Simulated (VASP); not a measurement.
## SbSe2: single point with PBEsol

Crystal: SbSe2.

```xyz
6
Lattice="3.8674 0.0000 0.0000 -1.9337 3.3493 0.0000 0.0000 0.0000 11.5091" Properties=species:S:1:pos:R:3 pbc="T T T"
Sb    1.9337    1.1164    8.6318
Sb    0.0000    2.2329    2.8773
Se    0.0000    2.2329   10.4030
Se    1.9337    1.1164    4.6485
Se    0.0000    2.2329    6.8606
Se    1.9337    1.1164    1.1060
```

- Program: VASP 6.6.1
- Task: single point
- Functional: PBEsol
- Potentials or basis: VASP PAW PBE potentials, release 64 (Sb, Se)
- Cutoff: 520 eV
- k mesh: 6 × 6 × 2
- Occupations: gaussian, width 0.1 eV
- Spin: no spin polarisation

```
Pressure               : 0.0 GPa
Largest force          : 0.031 eV/Å
Band gap on the k mesh : zero (band 17 reaches 6.29 eV, above the bottom of band 18 at 4.54 eV)
```

Forces on the atoms (eV/Å):
```
Sb   0.000  0.000  0.000
Sb   0.000  0.000  0.000
Se   0.000  0.000 -0.031
Se   0.000  0.000 -0.031
Se   0.000  0.000  0.031
Se   0.000  0.000  0.031
```

Levels at points of the mesh, in eV from the Fermi level:
```
           k point  band 13  band 14  band 15  band 16  band 17  band 18  band 19  band 20  band 21  band 22
(0.00, 0.00, 0.00)    -1.49    -1.33    -1.33    -0.37    -0.37     0.87     1.68     1.86     1.86     1.97
(0.50, 0.00, 0.00)    -2.61    -2.33    -1.82    -0.71    -0.40    -0.22     0.68     1.54     2.03     2.30
(0.00, 0.00, 0.50)    -0.71    -0.71    -0.71    -0.71    -0.33    -0.33     1.91     1.91     1.91     1.91
(0.50, 0.00, 0.50)    -2.09    -2.09    -1.47    -1.47    -0.91    -0.91     1.67     1.67     2.74     2.74
```

It took 26 s on 1 thread of AMD EPYC 9R45 96-Core Processor (Zen 5) (shared host), peak memory 0.24 GiB.

Caveat: the PAW data sets were made with another functional, which shifts forces and pressure a little; spin-orbit coupling is left out, which moves the levels of the heavy elements.
